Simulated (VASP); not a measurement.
# GaN (Fm-3m) in VASP: single point with LDA

Aim: the single point of GaN with LDA.

Everything below comes from runs of VASP 6.6.1. Logs are shortened: lines on timing, memory, paths and dates and some standing lists are left out, and cuts for length are marked.

### 1 The cell of the first run

It takes space group Fm-3m (No. 225, cubic). The conventional cell has a = 4.270 Å, b = 4.270 Å, c = 4.270 Å, α = 90.00°, β = 90.00°, γ = 90.00°. Within 2.8 Å of Ga (site symmetry m-3m) lie 6 N at 2.14 Å. Within 2.8 Å of N (site symmetry m-3m) lie 6 Ga at 2.14 Å.

### 2 Single point, LDA

Contents of INCAR:

```
PREC = Accurate ; ENCUT = 1330
EDIFF = 1E-6 ; ISMEAR = 0
SIGMA = 0.01 ; LREAL = False
LASPH = True ; NELM = 120
ALGO = Normal ; ISIF = 2
LWAVE = False ; LCHARG = False
NBANDS = 16 ; GGA_COMPAT = False
```

Contents of KPOINTS:

```
regular mesh
0
Gamma
  14 14 14
```

Contents of POSCAR:

```
GaN
1.0
    0.0000000000      2.1352350000      2.1352350000
    2.1352350000      0.0000000000      2.1352350000
    2.1352350000      2.1352350000      0.0000000000
Ga N
1 1
Direct
    0.0000000000      0.0000000000      0.0000000000
    0.5000000000      0.5000000000      0.5000000000
```

Potentials or basis: VASP PAW LDA potentials, release 64 (Ga_d, N_h).

Command:

```bash
$ cat potpaw_LDA.64/Ga_d/POTCAR potpaw_LDA.64/N_h/POTCAR > POTCAR
$ mpirun -np 1 vasp_std > vasp.out
```

OUTCAR:

```text
PREC = Accurate
   ENCUT = 1330
   EDIFF = 1E-6
   ISMEAR = 0
   LREAL = False
   LASPH = True
   NELM = 120
   ISIF = 2

 ion  position               nearest neighbor table
   1  0.000  0.000  0.000-   2 2.14   2 2.14   2 2.14   2 2.14   2 2.14   2 2.14
   2  0.500  0.500  0.500-   1 2.14   1 2.14   1 2.14   1 2.14   1 2.14   1 2.14

  LATTYP: Found a face centered cubic cell.
 ALAT       =     4.2704700000

  Lattice vectors:

 A1 = (   0.0000000000,   2.1352350000,   2.1352350000)
 A2 = (   2.1352350000,   0.0000000000,   2.1352350000)
 A3 = (   2.1352350000,   2.1352350000,   0.0000000000)

Analysis of symmetry for initial positions (statically):
=====================================================================
 Subroutine PRICEL returns:
 Original cell was already a primitive cell.

 Routine SETGRP: Setting up the symmetry group for a
 face centered cubic supercell.

 Subroutine GETGRP returns: Found 48 space group operations
 (whereof 48 operations were pure point group operations)
 out of a pool of 48 trial point group operations.

The static configuration has the point symmetry O_h .

Analysis of symmetry for dynamics (positions and initial velocities):
=====================================================================
 Subroutine PRICEL returns:
 Original cell was already a primitive cell.

 Routine SETGRP: Setting up the symmetry group for a
 face centered cubic supercell.

 Subroutine GETGRP returns: Found 48 space group operations
 (whereof 48 operations were pure point group operations)
 out of a pool of 48 trial point group operations.

The dynamic configuration has the point symmetry O_h .

 Subroutine INISYM returns: Found 48 space group operations
 (whereof 48 operations are pure point group operations),
 and found     1 'primitive' translations

----------------------------------------------------------------------------------------

                                     Primitive cell

  volume of cell :      19.4700

  direct lattice vectors                    reciprocal lattice vectors
     0.000000000  2.135235000  2.135235000    -0.234166263  0.234166263  0.234166263
     2.135235000  0.000000000  2.135235000     0.234166263 -0.234166263  0.234166263
     2.135235000  2.135235000  0.000000000     0.234166263  0.234166263 -0.234166263

  length of vectors
     3.019678296  3.019678296  3.019678296     0.405587864  0.405587864  0.405587864

  position of ions in fractional coordinates (direct lattice)
     0.000000000  0.000000000  0.000000000
     0.500000000  0.500000000  0.500000000

  ion indices of the primitive-cell ions
   primitive index   ion index
                 1           1
                 2           2

----------------------------------------------------------------------------------------

 KPOINTS: regular mesh

Automatic generation of k-mesh.
 Grid dimensions read from file:
 generate k-points for:   14   14   14

 Generating k-lattice:

  Cartesian coordinates                     Fractional coordinates (reciprocal lattice)
    -0.016726162  0.016726162  0.016726162     0.071428571  0.000000000  0.000000000
     0.016726162 -0.016726162  0.016726162     0.000000000  0.071428571  0.000000000
     0.016726162  0.016726162 -0.016726162     0.000000000  0.000000000  0.071428571

  Length of vectors
     0.028970562  0.028970562  0.028970562

  Shift w.r.t. Gamma in fractional coordinates (k-lattice)
     0.000000000  0.000000000  0.000000000

 Subroutine IBZKPT returns following result:
 ===========================================

 Found    104 irreducible k-points:

 Following reciprocal coordinates:
            Coordinates               Weight
  0.000000  0.000000  0.000000      1.000000
  0.071429  0.000000  0.000000      8.000000
  0.142857  0.000000  0.000000      8.000000
  0.214286  0.000000  0.000000      8.000000
  0.285714  0.000000  0.000000      8.000000
  0.357143  0.000000  0.000000      8.000000
[... 16 lines left out ...]
  0.214286  0.142857  0.000000     24.000000
  0.285714  0.142857  0.000000     24.000000
 [... further k-points ...]
   k-points           NKPTS =    104   k-points in BZ     NKDIM =    104   number of bands    NBANDS=     16
   number of dos      NEDOS =    301   number of ions     NIONS =      2
   total plane-waves  NPLWV =  46656
   dimension x,y,z NGX =    36 NGY =   36 NGZ =   36
   dimension x,y,z NGXF=    72 NGYF=   72 NGZF=   72
   ions per type =               1   1
   NGX,Y,Z   is equivalent  to a cutoff of  19.82, 19.82, 19.82 a.u.
   NGXF,Y,Z  is equivalent  to a cutoff of  39.64, 39.64, 39.64 a.u.
 SYSTEM =  unknown system
   PREC   = accura    normal or accurate (medium, high low for compatibility)
   ISTART =      0    job   : 0-new  1-cont  2-samecut
   ICHARG =      2    charge: 1-file 2-atom 10-const
   ISPIN  =      1    spin polarized calculation?
   LNONCOLLINEAR =      F non collinear calculations
   LSORBIT =      F    spin-orbit coupling
   LASPH  =      T    aspherical Exc in radial PAW
   ENCUT  = 1330.0 eV  97.75 Ry    9.89 a.u.   8.98  8.98  8.98*2*pi/ulx,y,z
   NELM   =    120;   NELMIN=  2; NELMDL= -5     # of ELM steps
   EDIFF  = 0.1E-05   stopping-criterion for ELM
   LREAL  =      F    real-space projection
   EDIFFG = 0.1E-04   stopping-criterion for IOM
   NSW    =      0    number of steps for IOM
   IBRION =     -1    ionic relax: 0-MD 1-quasi-New 2-CG
   NFREE  =      0    steps in history (QN), initial steepest desc. (CG)
   ISIF   =      2    stress and relaxation
   ISYM   =      2    0-nonsym 1-usesym 2-fastsym
   POTIM  = 0.5000    time-step for ionic-motion
   TEBEG  =    0.0;   TEEND  =   0.0 temperature during run
   PSTRESS=    0.0 pullay stress
   NELECT =      18.0000    total number of electrons
   NUPDOWN=      -1.0000    fix difference up-down
   EMIN   =  10.00;   EMAX   =-10.00  energy-range for DOS
   EFERMI =   0.00;   METHOD = LEGACY
   ISMEAR =     0;   SIGMA  =   0.01  broadening in eV -4-tet -1-fermi 0-gaus
   EFERMI_NEDOS =   21; number of points for ismear=-14 and -15
   IALGO  =     38    algorithm
   IMIX   =      4    mixing-type and parameters
     AMIX     =   0.40;   BMIX     =  1.00
     AMIX_MAG =   1.60;   BMIX_MAG =  1.00
  volume/ion in A,a.u.               =       9.74        65.70
  Fermi-wavevector in a.u.,A,eV,Ry     =   1.594814  3.013761 34.605481  2.543431
  Thomas-Fermi vector in A             =   2.692830
   LORBIT       =      0    0 simple, 1 ext, 2 COOP (PROOUT), +10 PAW based schemes
   GGA     = CA    functional components
   LHFCALC =     F    Hartree Fock is set to
   AEXX    =    0.0000 exact exchange contribution
   IVDW    =     0    specifies the selected vdW correction
   LEPSILON=     F    determine dielectric tensor
   LRPA    =     F    only Hartree local field effects (RPA)
 non-spin polarized calculation
 Gauss-broadening in eV      SIGMA  =   0.01
  energy-cutoff  :     1330.00
  volume of cell :       19.47
 maximum number of plane-waves:      2168
   NGX = 17   NGY = 17   NGZ = 17

 number of electron      18.0000001 magnetization

 Free energy of the ion-electron system (eV)
  ---------------------------------------------------
  ext. energy  EPLUGINS =         0.00000000
  ---------------------------------------------------
  free energy    TOTEN  =       -13.04134814 eV

  energy without entropy =      -13.04134814  energy(sigma->0) =      -13.04134814

 E-fermi :   7.7749     XC(G=0): -13.3202

 val. band max:        7.6568044740   @ k =  -0.2143   0.1429   0.0000
 cond. band min:       7.8794435392   @ k =   0.5000   0.5000   0.0000
 fundamental gap:      0.2226390652
 Fermi energy:         7.7749208752

 k-point     1 :       0.0000    0.0000    0.0000
  band No.  band energies     occupation
      1      -9.2359      2.00000
      2      -6.4508      2.00000
      3      -6.4508      2.00000
      4      -6.4508      2.00000
      5      -6.3611      2.00000
      6      -6.3611      2.00000
[... 8 lines left out ...]
     15      22.7459      0.00000
     16      22.7459      0.00000

 k-point     2 :       0.0714    0.0000    0.0000
  band No.  band energies     occupation
      1      -9.1377      2.00000
      2      -6.4543      2.00000
      3      -6.4453      2.00000
      4      -6.4453      2.00000
      5      -6.3678      2.00000
      6      -6.3678      2.00000
[... 8 lines left out ...]
     15      22.9885      0.00000
     16      22.9885      0.00000

 k-point     3 :       0.1429    0.0000    0.0000
  band No.  band energies     occupation
      1      -8.8482      2.00000
      2      -6.4635      2.00000
      3      -6.4417      2.00000
      4      -6.4417      2.00000
      5      -6.3743      2.00000
      6      -6.3743      2.00000
[... 8 lines left out ...]
     15      23.5913      0.00000
     16      23.5913      0.00000

 k-point     4 :       0.2143    0.0000    0.0000
  band No.  band energies     occupation
      1      -8.3839      2.00000
      2      -6.4751      2.00000
      3      -6.4682      2.00000
      4      -6.4682      2.00000
      5      -6.3516      2.00000
      6      -6.3516      2.00000
[... 8 lines left out ...]
     15      24.5427      0.00000
     16      24.5427      0.00000
[... 324 lines left out ...]
 k-point    22 :       0.1429    0.1429    0.0000
  band No.  band energies     occupation
      1      -8.7440      2.00000
      2      -6.4821      2.00000
      3      -6.4216      2.00000
      4      -6.4105      2.00000
      5      -6.4105      2.00000
      6      -6.3418      2.00000
[... 8 lines left out ...]
     15      26.3716      0.00000
     16      26.3716      0.00000

 k-point    23 :       0.2143    0.1429    0.0000
  band No.  band energies     occupation
      1      -8.4423      2.00000
      2      -6.4957      2.00000
      3      -6.4381      2.00000
      4      -6.4018      2.00000
      5      -6.3650      2.00000
      6      -6.3263      2.00000
[... 8 lines left out ...]
     15      26.7910      0.00000
     16      27.2104      0.00000

 k-point    24 :       0.2857    0.1429    0.0000
  band No.  band energies     occupation
      1      -8.0264      2.00000
      2      -6.5088      2.00000
      3      -6.4456      2.00000
      4      -6.4220      2.00000
      5      -6.2938      2.00000
      6      -6.2676      2.00000
[... 8 lines left out ...]
     15      26.8843      0.00000
     16      27.9582      0.00000

 [... further k-points ...]

------------------------ aborting loop because EDIFF is reached ----------------------------------------

  FORCE on cell =-STRESS in cart. coord.  units (eV):
  Direction    XX          YY          ZZ          XY          YZ          ZX
  --------------------------------------------------------------------------------------
  -------------------------------------------------------------------------------------
  Total       -1.5380594     -1.5380594     -1.5380594      0.0000000      0.0000000     -0.0000000
  in kB     -126.5658856   -126.5658856   -126.5658856      0.0000000      0.0000000     -0.0000000
  external PRESSURE =    -126.5658856 kB  Pullay stress =       0.0000000 kB

 VOLUME and BASIS-vectors are now :
 -----------------------------------------------------------------------------
  energy-cutoff  :     1330.00
  volume of cell :       19.47
      direct lattice vectors                 reciprocal lattice vectors
     0.000000000  2.135235000  2.135235000    -0.234166263  0.234166263  0.234166263
     2.135235000  0.000000000  2.135235000     0.234166263 -0.234166263  0.234166263
     2.135235000  2.135235000  0.000000000     0.234166263  0.234166263 -0.234166263

 POSITION                                       TOTAL-FORCE (eV/Angst)
 -----------------------------------------------------------------------------------
      0.00000      0.00000      0.00000         0.000000     -0.000000      0.000000
      2.13524      2.13524      2.13524         0.000000      0.000000     -0.000000
 -----------------------------------------------------------------------------------
    total drift:                                0.000000      0.000000      0.000000

  FREE ENERGIE OF THE ION-ELECTRON SYSTEM (eV)
  ---------------------------------------------------
  free  energy   TOTEN  =       -13.0413481432 eV

  energy  without entropy=      -13.0413481432  energy(sigma->0) =      -13.04134814
```

Run time: 67 s. Hardware: 1 thread of Intel Xeon Platinum 8259CL at 2.50GHz (Skylake/Cascade Lake), shared host; peak memory 0.27 GiB.

Results:

```
Free energy            : -13.0413 eV
Pressure               : -12.7 GPa
Band gap on the k mesh : 0.22 eV (least direct gap 2.45 eV)
```

Caveat: the cell stands under tension.
